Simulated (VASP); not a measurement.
BeTe, 12 atoms in the cell. Symmetry: I-43d, No. 220, cubic system. Conventional cell: a = 7.521 Å, b = 7.521 Å, c = 7.521 Å, α = 90.00°, β = 90.00°, γ = 90.00°. Be (site symmetry -4) has 4 Te at 2.30 Å within 3.0 Å. Te (site symmetry -4) has 4 Be at 2.30 Å within 3.0 Å. 

```yaml
Program: VASP 6.6.1
Task: single point
Functional: PBE
Potentials_or_basis: VASP PAW PBE potentials, release 64 (Be, Te)
Cutoff: 520 eV
k_mesh: 4 × 4 × 4
Occupations: gaussian, width 0.1 eV
Spin: no spin polarisation
Dipole_correction: no
Further_INCAR_settings: ALGO = Normal; EDIFF = 1e-06; NBANDS = 36
```

Potentials or basis: VASP PAW PBE potentials, release 64 (Be, Te).

The run is started by

```bash
$ cat potpaw_PBE.64/Be/POTCAR potpaw_PBE.64/Te/POTCAR > POTCAR
$ mpirun -np 1 vasp_std > vasp.out
```

Hardware: 1 thread of Intel(R) Xeon(R) 6975P-C (Granite Rapids), on a shared host.

Problem. Estimate the wall time of this run.

Solution. Wall time 46 s on 1 thread of Intel(R) Xeon(R) 6975P-C (Granite Rapids), with other jobs on the host, peak memory 0.32 GiB. Counts: scf iterations 13, k points 8.
